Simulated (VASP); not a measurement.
# SiNi (Pnma) in VASP: further runs, part 2 of 2

VASP 6.6.1. The steps go on from the part before.

## Step 3: Single point, PBE

This run uses another cell than the first one, of 11.89 Å³/atom, 0.973 times its volume.

Input file INCAR:

```
SYSTEM = SiNi
PREC = Accurate
ENCUT = 520
EDIFF = 1E-6
ISMEAR = 0
SIGMA = 0.1
LREAL = .FALSE.
LASPH = .TRUE.
NELM = 60
ALGO = Normal
ISIF = 2
LWAVE = .FALSE.
LCHARG = .FALSE.
GGA = PE
NBANDS = 38
```

Input file KPOINTS:

```
Automatic mesh
0
G
  4 6 4
  0 0 0
```

Input file POSCAR:

```
SiNi
1.0
    5.1415350700      0.0000000000      0.0000000000
    0.0000000000      3.3212970900      0.0000000000
    0.0000000000      0.0000000000      5.5697752600
Si Ni
4 4
Direct
    0.8210893700      0.7500000000      0.5823244300
    0.1789106300      0.2500000000      0.4176755700
    0.3210893700      0.7500000000      0.9176755700
    0.6789106300      0.2500000000      0.0823244300
    0.5079498500      0.2500000000      0.6885205600
    0.4920501500      0.7500000000      0.3114794400
    0.0079498500      0.2500000000      0.8114794400
    0.9920501500      0.7500000000      0.1885205600
```

Potentials or basis: VASP PAW PBE potentials, release 64 (Si, Ni).

The run is started by

```
cat potpaw_PBE.64/Si/POTCAR potpaw_PBE.64/Ni/POTCAR > POTCAR
mpirun -np 1 vasp_std > vasp.out
```

OUTCAR:

```text
SYSTEM = SiNi
   PREC = Accurate
   ENCUT = 520
   EDIFF = 1E-6
   ISMEAR = 0
   LREAL = .FALSE.
   LASPH = .TRUE.
   NELM = 60
   ISIF = 2
   GGA = PE

 ion  position               nearest neighbor table
   1  0.821  0.750  0.582-   6 2.27   7 2.30   7 2.30   8 2.36   5 2.39   5 2.39   2 2.64   2 2.64

   2  0.179  0.250  0.418-   5 2.27   8 2.30   8 2.30   7 2.36   6 2.39   6 2.39   1 2.64   1 2.64

   3  0.321  0.750  0.918-   8 2.27   5 2.30   5 2.30   6 2.36   7 2.39   7 2.39   4 2.64   4 2.64

   4  0.679  0.250  0.082-   7 2.27   6 2.30   6 2.30   5 2.36   8 2.39   8 2.39   3 2.64   3 2.64

   5  0.508  0.250  0.689-   2 2.27   3 2.30   3 2.30   4 2.36   1 2.39   1 2.39   7 2.66   7 2.66
                             6 2.68   6 2.68
   6  0.492  0.750  0.311-   1 2.27   4 2.30   4 2.30   3 2.36   2 2.39   2 2.39   8 2.66   8 2.66
                             5 2.68   5 2.68
   7  0.008  0.250  0.811-   4 2.27   1 2.30   1 2.30   2 2.36   3 2.39   3 2.39   5 2.66   5 2.66
                             8 2.68   8 2.68
   8  0.992  0.750  0.189-   3 2.27   2 2.30   2 2.30   1 2.36   4 2.39   4 2.39   6 2.66   6 2.66
                             7 2.68   7 2.68

  LATTYP: Found a simple orthorhombic cell.
 ALAT       =     3.3212970900
 B/A-ratio  =     1.5480503342
 C/A-ratio  =     1.6769879686

  Lattice vectors:

 A1 = (   0.0000000000,  -3.3212970900,   0.0000000000)
 A2 = (   5.1415350700,   0.0000000000,   0.0000000000)
 A3 = (   0.0000000000,   0.0000000000,   5.5697752600)

Analysis of symmetry for initial positions (statically):
=====================================================================
 Subroutine PRICEL returns:
 Original cell was already a primitive cell.

 Routine SETGRP: Setting up the symmetry group for a
 simple orthorhombic supercell.

 Subroutine GETGRP returns: Found  8 space group operations
 (whereof  2 operations were pure point group operations)
 out of a pool of  8 trial point group operations.

The static configuration has the point symmetry S_2 .
 The point group associated with its full space group is D_2h.

Analysis of symmetry for dynamics (positions and initial velocities):
=====================================================================
 Subroutine PRICEL returns:
 Original cell was already a primitive cell.

 Routine SETGRP: Setting up the symmetry group for a
 simple orthorhombic supercell.

 Subroutine GETGRP returns: Found  8 space group operations
 (whereof  2 operations were pure point group operations)
 out of a pool of  8 trial point group operations.

The dynamic configuration has the point symmetry S_2 .
 The point group associated with its full space group is D_2h.

 Subroutine INISYM returns: Found  8 space group operations
 (whereof  2 operations are pure point group operations),
 and found     1 'primitive' translations

----------------------------------------------------------------------------------------

                                     Primitive cell

  volume of cell :      95.1126

  direct lattice vectors                    reciprocal lattice vectors
     5.141535070  0.000000000  0.000000000     0.194494443  0.000000000  0.000000000
     0.000000000  3.321297090  0.000000000     0.000000000  0.301087188  0.000000000
[... 43 lines left out ...]

  Shift w.r.t. Gamma in fractional coordinates (k-lattice)
     0.000000000  0.000000000  0.000000000

 Subroutine IBZKPT returns following result:
 ===========================================

 Found     36 irreducible k-points:

 Following reciprocal coordinates:
            Coordinates               Weight
  0.000000  0.000000  0.000000      1.000000
  0.250000  0.000000  0.000000      2.000000
  0.500000  0.000000  0.000000      1.000000
  0.000000  0.166667  0.000000      2.000000
  0.250000  0.166667  0.000000      4.000000
  0.500000  0.166667  0.000000      2.000000
[... 16 lines left out ...]
  0.250000  0.500000  0.250000      4.000000
  0.500000  0.500000  0.250000      2.000000
 [... further k-points ...]
   k-points           NKPTS =     36   k-points in BZ     NKDIM =     36   number of bands    NBANDS=     38
   number of dos      NEDOS =    301   number of ions     NIONS =      8
   total plane-waves  NPLWV =  47040
   dimension x,y,z NGX =    40 NGY =   28 NGZ =   42
   dimension x,y,z NGXF=    80 NGYF=   56 NGZF=   84
   ions per type =               4   4
   NGX,Y,Z   is equivalent  to a cutoff of  12.93, 14.02, 12.54 a.u.
   NGXF,Y,Z  is equivalent  to a cutoff of  25.87, 28.03, 25.07 a.u.
 SYSTEM =  SiNi
   PREC   = accura    normal or accurate (medium, high low for compatibility)
   ISTART =      0    job   : 0-new  1-cont  2-samecut
   ICHARG =      2    charge: 1-file 2-atom 10-const
   ISPIN  =      1    spin polarized calculation?
   LNONCOLLINEAR =      F non collinear calculations
   LSORBIT =      F    spin-orbit coupling
   LASPH  =      T    aspherical Exc in radial PAW
   ENCUT  =  520.0 eV  38.22 Ry    6.18 a.u.   9.56  6.18 10.36*2*pi/ulx,y,z
   NELM   =     60;   NELMIN=  2; NELMDL= -5     # of ELM steps
   EDIFF  = 0.1E-05   stopping-criterion for ELM
   LREAL  =      F    real-space projection
[... 7 lines left out ...]
   TEBEG  =    0.0;   TEEND  =   0.0 temperature during run
   PSTRESS=    0.0 pullay stress
   NELECT =      56.0000    total number of electrons
   NUPDOWN=      -1.0000    fix difference up-down
   EMIN   =  10.00;   EMAX   =-10.00  energy-range for DOS
   EFERMI =   0.00;   METHOD = LEGACY
   ISMEAR =     0;   SIGMA  =   0.10  broadening in eV -4-tet -1-fermi 0-gaus
   EFERMI_NEDOS =   21; number of points for ismear=-14 and -15
   IALGO  =     38    algorithm
   IMIX   =      4    mixing-type and parameters
     AMIX     =   0.40;   BMIX     =  1.00
     AMIX_MAG =   1.60;   BMIX_MAG =  1.00
  volume/ion in A,a.u.               =      11.89        80.23
  Fermi-wavevector in a.u.,A,eV,Ry     =   1.372118  2.592927 25.615792  1.882708
  Thomas-Fermi vector in A             =   2.497754
   LORBIT       =      0    0 simple, 1 ext, 2 COOP (PROOUT), +10 PAW based schemes
   GGA     = PE    functional components
   LHFCALC =     F    Hartree Fock is set to
   AEXX    =    0.0000 exact exchange contribution
   IVDW    =     0    specifies the selected vdW correction
   LEPSILON=     F    determine dielectric tensor
   LRPA    =     F    only Hartree local field effects (RPA)
 non-spin polarized calculation
 Gauss-broadening in eV      SIGMA  =   0.10
  energy-cutoff  :      520.00
  volume of cell :       95.11
 maximum number of plane-waves:      2584
 NGX is ok and might be reduce to    40
   NGX = 19   NGY = 13   NGZ = 21

 number of electron      55.9999972 magnetization

 Free energy of the ion-electron system (eV)
  ---------------------------------------------------
  ext. energy  EPLUGINS =         0.00000000
  ---------------------------------------------------
  free energy    TOTEN  =       -47.59697362 eV

  energy without entropy =      -47.59139389  energy(sigma->0) =      -47.59418376

 E-fermi :  10.6304     XC(G=0): -12.3029

 val. band max:       10.5420799778   @ k =   0.2500   0.0000   0.5000
 cond. band min:      10.7153251411   @ k =   0.0000   0.3333   0.0000
 fundamental gap:      0.1732451633
 Fermi energy:        10.6303513810

 k-point     1 :       0.0000    0.0000    0.0000
  band No.  band energies     occupation
      1      -2.4577      2.00000
      2       0.9010      2.00000
      3       2.2596      2.00000
      4       2.7820      2.00000
      5       4.0871      2.00000
      6       4.5444      2.00000
[... 973 lines left out ...]
     37      17.0613      0.00000
     38      17.0613      0.00000

 [... further k-points ...]
[... 5 lines left out ...]
  --------------------------------------------------------------------------------------
  -------------------------------------------------------------------------------------
  Total        3.8996018      2.2655701      3.0490105     -0.0000000      0.0000000      0.0000000
  in kB       65.6889986     38.1636492     51.3607440     -0.0000000      0.0000000      0.0000000
  external PRESSURE =      51.7377973 kB  Pullay stress =       0.0000000 kB

 VOLUME and BASIS-vectors are now :
 -----------------------------------------------------------------------------
  energy-cutoff  :      520.00
  volume of cell :       95.11
      direct lattice vectors                 reciprocal lattice vectors
     5.141535070  0.000000000  0.000000000     0.194494443  0.000000000  0.000000000
     0.000000000  3.321297090  0.000000000     0.000000000  0.301087188  0.000000000
     0.000000000  0.000000000  5.569775260     0.000000000  0.000000000  0.179540458

 POSITION                                       TOTAL-FORCE (eV/Angst)
 -----------------------------------------------------------------------------------
      4.22166      2.49097      3.24342         0.017608     -0.000000      0.040924
      0.91988      0.83032      2.32636        -0.017608     -0.000000     -0.040924
      1.65089      2.49097      5.11125         0.017608     -0.000000     -0.040924
      3.49064      0.83032      0.45853        -0.017608     -0.000000      0.040924
      2.61164      0.83032      3.83490         0.051992      0.000000     -0.104328
      2.52989      2.49097      1.73487        -0.051992     -0.000000      0.104328
      0.04087      0.83032      4.51976         0.051992     -0.000000      0.104328
      5.10066      2.49097      1.05002        -0.051992     -0.000000     -0.104328
 -----------------------------------------------------------------------------------
    total drift:                                0.000000      0.000000     -0.000000

  FREE ENERGIE OF THE ION-ELECTRON SYSTEM (eV)
  ---------------------------------------------------
  free  energy   TOTEN  =       -47.5969736209 eV

  energy  without entropy=      -47.5913938898  energy(sigma->0) =      -47.59418376
```

Wall time 53 s (1 thread of Intel Xeon 6975P-C (Granite Rapids), shared host); peak memory 0.26 GiB.

Results:

```
Free energy            : -47.5970 eV
Pressure               : 5.2 GPa
Largest force          : 0.117 eV/Å
Band gap on the k mesh : zero (band 28 reaches 11.68 eV, above the bottom of band 29 at 10.05 eV)
```

Forces in eV/Å, atoms in the order of the input:
```
Si   0.018  0.000  0.041
Si  -0.018  0.000 -0.041
Si   0.018  0.000 -0.041
Si  -0.018  0.000  0.041
Ni   0.052  0.000 -0.104
Ni  -0.052  0.000  0.104
Ni   0.052  0.000  0.104
Ni  -0.052  0.000 -0.104
```

Levels at points of the mesh, in eV from the Fermi level:
| k point | band 24 | band 25 | band 26 | band 27 | band 28 | band 29 | band 30 | band 31 | band 32 | band 33 |
| --- | --- | --- | --- | --- | --- | --- | --- | --- | --- | --- |
| (0.00, 0.00, 0.00) | -1.93 | -1.85 | -1.12 | -0.95 | -0.93 | 0.66 | 1.36 | 3.49 | 4.15 | 4.29 |
| (0.50, 0.00, 0.00) | -1.99 | -1.83 | -1.83 | 1.04 | 1.04 | 1.25 | 1.25 | 3.94 | 3.94 | 4.65 |
| (0.00, 0.50, 0.00) | -2.08 | -1.85 | -1.85 | -1.39 | -1.39 | -0.55 | -0.55 | 2.08 | 2.08 | 2.66 |
| (0.50, 0.50, 0.00) | -2.02 | -1.66 | -1.66 | -1.66 | -1.66 | 0.56 | 0.56 | 0.56 | 0.56 | 4.34 |
| (0.00, 0.00, 0.50) | -2.05 | -1.44 | -1.44 | -0.20 | -0.20 | 1.11 | 1.11 | 3.43 | 3.43 | 4.58 |
| (0.50, 0.00, 0.50) | -2.09 | -1.01 | -1.01 | 0.78 | 0.78 | 2.48 | 2.48 | 2.96 | 2.96 | 2.98 |
| (0.00, 0.50, 0.50) | -1.96 | -1.94 | -1.94 | -1.68 | -1.68 | 0.20 | 0.20 | 1.43 | 1.43 | 2.45 |
| (0.50, 0.50, 0.50) | -2.16 | -1.85 | -1.85 | -1.85 | -1.85 | 2.64 | 2.64 | 2.64 | 2.64 | 3.64 |

## Step 4: Single point, PBE

Input file INCAR:

```
PREC = Accurate ; ENCUT = 520
EDIFF = 1E-7 ; ISMEAR = 0
SIGMA = 0.1 ; LREAL = False
LASPH = True ; NELM = 100
ALGO = Normal ; ISIF = 2
LWAVE = False ; LCHARG = True
GGA = PE ; LELF = True
LVHAR = True ; NBANDS = 38
```

Input file KPOINTS:

```
regular mesh
0
Gamma
  8 10 6
```

Input file POSCAR:

```
SiNi
1.0
    5.1543911691      0.0000000000      0.0000000000
    0.0000000000      3.3757621829      0.0000000000
    0.0000000000      0.0000000000      5.6183913681
Si Ni
4 4
Direct
    0.8212591057      0.7500000000      0.5841103477
    0.1787408943      0.2500000000      0.4158896523
    0.3212591057      0.7500000000      0.9158896523
    0.6787408943      0.2500000000      0.0841103477
    0.5082970126      0.2500000000      0.6884180179
    0.4917029874      0.7500000000      0.3115819821
    0.0082970126      0.2500000000      0.8115819821
    0.9917029874      0.7500000000      0.1884180179
```

The run is started by

```
cat potpaw_PBE.64/Si/POTCAR potpaw_PBE.64/Ni/POTCAR > POTCAR
mpirun -np 1 vasp_std > vasp.out
```

Run time: 2.9 min. Hardware: 1 thread of Intel Xeon 6975P-C (Granite Rapids), shared host; peak memory 0.44 GiB.

It converged, with:

```
Free energy            : -47.6082 eV
Pressure               : 0.0 GPa
Largest force          : 0.010 eV/Å
Band gap on the k mesh : zero (band 28 reaches 11.34 eV, above the bottom of band 29 at 9.54 eV)
```

Forces on the atoms (eV/Å):
```
Si   0.003  0.000  0.003
Si  -0.003  0.000 -0.003
Si   0.003  0.000 -0.003
Si  -0.003  0.000  0.003
Ni   0.010  0.000  0.002
Ni  -0.010  0.000 -0.002
Ni   0.010  0.000 -0.002
Ni  -0.010  0.000  0.002
```

Stress tensor (GPa, compression positive):
```
 0.07  0.00  0.00
 0.00 -0.07  0.00
 0.00  0.00  0.11
```

Levels at points of the mesh, in eV from the Fermi level:
| k point | band 25 | band 26 | band 27 | band 28 | band 29 | band 30 | band 31 | band 32 |
| --- | --- | --- | --- | --- | --- | --- | --- | --- |
| (0.00, 0.00, 0.00) | -1.81 | -1.14 | -1.12 | -0.94 | 0.62 | 1.23 | 3.29 | 3.84 |
| (0.50, 0.00, 0.00) | -1.83 | -1.83 | 1.02 | 1.02 | 1.08 | 1.08 | 3.63 | 3.63 |
| (0.00, 0.50, 0.00) | -1.87 | -1.87 | -1.39 | -1.39 | -0.61 | -0.61 | 1.97 | 1.97 |
| (0.50, 0.50, 0.00) | -1.67 | -1.67 | -1.67 | -1.67 | 0.44 | 0.44 | 0.44 | 0.44 |
| (0.00, 0.00, 0.50) | -1.42 | -1.42 | -0.25 | -0.25 | 0.92 | 0.92 | 3.21 | 3.21 |
| (0.50, 0.00, 0.50) | -1.02 | -1.02 | 0.75 | 0.75 | 2.28 | 2.28 | 2.75 | 2.75 |
| (0.00, 0.50, 0.50) | -1.95 | -1.95 | -1.68 | -1.68 | 0.15 | 0.15 | 1.26 | 1.26 |
| (0.50, 0.50, 0.50) | -1.86 | -1.86 | -1.86 | -1.86 | 2.51 | 2.51 | 2.51 | 2.51 |

Spin polarisation is off, so any magnetic state and its effect on volume and gap are missing.
